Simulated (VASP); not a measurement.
# Si2C (P-6m2) in VASP: notebook, part 3 of 3

VASP 6.6.1. Earlier steps stand in the parts before.

### 4 Relaxation of cell and atoms, PBE

This run uses another cell than the first one: it holds 6 atoms, not 12.

Input file INCAR:

```
SYSTEM = Si2C
  ALGO = Normal
  EDIFF = 1E-6
  EDIFFG = -0.01
  ENCUT = 600
  GGA = PE
  IBRION = 2
  ISIF = 3
  ISMEAR = 0
  LASPH = .True.
  LCHARG = .False.
  LREAL = .False.
  LWAVE = .False.
  NELM = 80
  NSW = 100
  PREC = Accurate
  SIGMA = 0.1
```

Input file KPOINTS:

```
k-points
0
Gamma
  12 12 4
  0 0 0
```

Input file POSCAR:

```
Si2C
1.0
    3.0130888203      0.0000000000      0.0000000000
   -1.5065444102      2.6094114623      0.0000000000
    0.0000000000      0.0000000000      9.8864840315
Si C
4 2
Direct
    0.3333333333      0.6666666667      0.7410148919
    0.3333333333      0.6666666667      0.2589851081
    0.3333333333      0.6666666667      0.5000000000
    0.6666666667      0.3333333333      0.0000000000
    0.6666666667      0.3333333333      0.1963691530
    0.6666666667      0.3333333333      0.8036308470
```

Potentials or basis: VASP PAW PBE potentials, release 64 (Si, C).

Command:

```sh
cat potpaw_PBE.64/Si/POTCAR potpaw_PBE.64/C/POTCAR > POTCAR
mpirun -np 1 vasp_std > vasp.out
```

OUTCAR:

```text
SYSTEM = Si2C
   EDIFF = 1E-6
   EDIFFG = -0.01
   ENCUT = 600
   GGA = PE
   IBRION = 2
   ISIF = 3
   ISMEAR = 0
   LASPH = .True.
   LREAL = .False.
   NELM = 80
   NSW = 100
   PREC = Accurate

 ion  position               nearest neighbor table
   1  0.333  0.667  0.741-   6 1.85   6 1.85   6 1.85   3 2.38   4 3.10   4 3.10   4 3.10
   2  0.333  0.667  0.259-   5 1.85   5 1.85   5 1.85   3 2.38   4 3.10   4 3.10   4 3.10
   3  0.333  0.667  0.500-   1 2.38   2 2.38
   4  0.667  0.333  0.000-   5 1.94   6 1.94   1 3.10   2 3.10   1 3.10   2 3.10   1 3.10   2 3.10

   5  0.667  0.333  0.196-   2 1.85   2 1.85   2 1.85   4 1.94
   6  0.667  0.333  0.804-   1 1.85   1 1.85   1 1.85   4 1.94

  LATTYP: Found a hexagonal cell.
 ALAT       =     3.0130888203
 C/A-ratio  =     3.2811790893

  Lattice vectors:

 A1 = (   3.0130888203,   0.0000000000,   0.0000000000)
 A2 = (  -1.5065444102,   2.6094114623,   0.0000000000)
 A3 = (   0.0000000000,   0.0000000000,   9.8864840315)

Analysis of symmetry for initial positions (statically):
=====================================================================
 Subroutine PRICEL returns:
 Original cell was already a primitive cell.

[... 181 lines left out ...]

  FORCE on cell =-STRESS in cart. coord.  units (eV):
  Direction    XX          YY          ZZ          XY          YZ          ZX
  --------------------------------------------------------------------------------------
  -------------------------------------------------------------------------------------
  Total       -0.0377635     -0.0377635     -0.0725852      0.0000000      0.0000000     -0.0000000
  in kB       -0.7783703     -0.7783703     -1.4961050      0.0000000      0.0000000     -0.0000000
  external PRESSURE =      -1.0176152 kB  Pullay stress =       0.0000000 kB
[... 67 lines left out ...]
--------------------------------------- Ionic step        3  -------------------------------------------

 number of electron      23.9999997 magnetization

 Free energy of the ion-electron system (eV)
  ---------------------------------------------------
  ext. energy  EPLUGINS =         0.00000000
  ---------------------------------------------------
  free energy    TOTEN  =       -38.69564341 eV

  energy without entropy =      -38.69015162  energy(sigma->0) =      -38.69289751

 E-fermi :   8.3386     XC(G=0): -10.8194

 val. band max:        8.3020466844   @ k =   0.4167   0.1667   0.2500
 cond. band min:       8.3418532324   @ k =   0.0833   0.0833   0.5000
 fundamental gap:      0.0398065480
 Fermi energy:         8.3386322875

 k-point     1 :       0.0000    0.0000    0.0000
  band No.  band energies     occupation
      1      -7.6078      2.00000
      2      -7.1923      2.00000
      3      -3.2301      2.00000
      4      -0.8464      2.00000
      5       0.0311      2.00000
      6       5.3098      2.00000
[... 433 lines left out ...]
      3      -1.0212      2.00000
      4       0.2249      2.00000
      5       0.9664      2.00000
      6       1.4510      2.00000
[... 8 lines left out ...]
     15      11.7640      0.00000
     16      12.0636      0.00000

 [... further k-points ...]
[... 5 lines left out ...]
  --------------------------------------------------------------------------------------
  -------------------------------------------------------------------------------------
  Total        0.0111468      0.0111468      0.0001084     -0.0000000      0.0000000      0.0000000
  in kB        0.2299163      0.2299163      0.0022349     -0.0000000      0.0000000      0.0000000
  external PRESSURE =       0.1540225 kB  Pullay stress =       0.0000000 kB
[... 21 lines left out ...]
  FREE ENERGIE OF THE ION-ELECTRON SYSTEM (eV)
  ---------------------------------------------------
  free  energy   TOTEN  =       -38.6956434065 eV

  energy  without entropy=      -38.6901516175  energy(sigma->0) =      -38.69289751

 reached required accuracy - stopping structural energy minimisation
```

CONTCAR:

```text
Si2C
   1.00000000000000
     3.0125507301085910    0.0000000000000103   -0.0000000000000000
    -1.5062753651042777    2.6089454625246744    0.0000000000000000
     0.0000000000000000    0.0000000000000000    9.8830904301220563
  Si              C
     4     2
Direct
     0.3333333332999970    0.6666666667000030    0.7410245920035826
     0.3333333332999970    0.6666666667000030    0.2589754079964173
     0.3333333332999970    0.6666666667000030    0.5000000000000000
     0.6666666667000030    0.3333333332999970    1.0000000000000000
     0.6666666667000030    0.3333333332999970    0.1964091366922937
     0.6666666667000030    0.3333333332999970    0.8035908633077063

  0.00000000E+00  0.00000000E+00  0.00000000E+00
  0.00000000E+00  0.00000000E+00  0.00000000E+00
  0.00000000E+00  0.00000000E+00  0.00000000E+00
  0.00000000E+00  0.00000000E+00  0.00000000E+00
  0.00000000E+00  0.00000000E+00  0.00000000E+00
  0.00000000E+00  0.00000000E+00  0.00000000E+00
```

Wall time 1.9 min (1 thread of Intel Xeon Platinum 8259CL at 2.50GHz (Skylake/Cascade Lake), shared host); peak memory 0.24 GiB.

What came out:

- Free energy: -38.6956 eV
- Relaxed volume: 12.95 Å³/atom
- Relaxed cell: a = 3.013 Å, b = 3.013 Å, c = 9.883 Å, α = 90.00°, β = 90.00°, γ = 120.00°
- Space group after relaxing (to 0.05 Å): P-6m2 (No. 187)
- Energy gained by relaxing: 0.0 meV/atom
- Ionic steps: 3
- Pressure after relaxing: 0.0 GPa
- Largest force after relaxing: 0.005 eV/Å
- Band gap on the k mesh: zero (band 12 reaches 11.31 eV, above the bottom of band 13 at 6.58 eV)

Forces on the atoms (eV/Å):
```
Si   0.000  0.000 -0.005
Si   0.000  0.000  0.005
Si   0.000  0.000  0.000
Si   0.000  0.000  0.000
C    0.000  0.000  0.005
C    0.000  0.000 -0.005
```

Final structure:
```xyz
6
Lattice="3.0126 0.0000 0.0000 -1.5063 2.6089 0.0000 0.0000 0.0000 9.8831" Properties=species:S:1:pos:R:3 pbc="T T T"
Si    0.0000    1.7393    7.3236
Si    0.0000    1.7393    2.5595
Si    0.0000    1.7393    4.9415
Si    1.5063    0.8696    9.8831
C     1.5063    0.8696    1.9411
C     1.5063    0.8696    7.9420
```

### 5 Summary

| task | cell | k mesh | cutoff (eV) | smearing | gap on the mesh (eV) | pressure (GPa) | relaxed volume (Å³/atom) | largest force (eV/Å) |
| --- | --- | --- | --- | --- | --- | --- | --- | --- |
| single point | a = 3.013, b = 3.013, c = 19.773 Å, angles 90.0, 90.0, 120.0°, 12 atoms | 12 × 12 × 1 | 520 | gaussian 0.2 eV | none | 0.0 | - | 0.02 |
| relaxation of cell and atoms | relaxed from a = 2.992, b = 2.992, c = 9.366 Å, angles 90.0, 90.0, 120.0°, 6 atoms | 12 × 12 × 4 | 600 | gaussian 0.1 eV | none | 0.0 | 12.95 | 0.01 |
| relaxation of cell and atoms | relaxed from a = 3.013, b = 3.013, c = 9.886 Å, angles 90.0, 90.0, 120.0°, 6 atoms | 12 × 12 × 4 | 600 | gaussian 0.1 eV | none | 0.0 | 12.95 | - |

Alike in all rows: level PBE; potentials or basis VASP PAW PBE potentials, release 64 (Si, C); no spin polarisation.

Absolute energies hang on the potentials; compare differences alone.
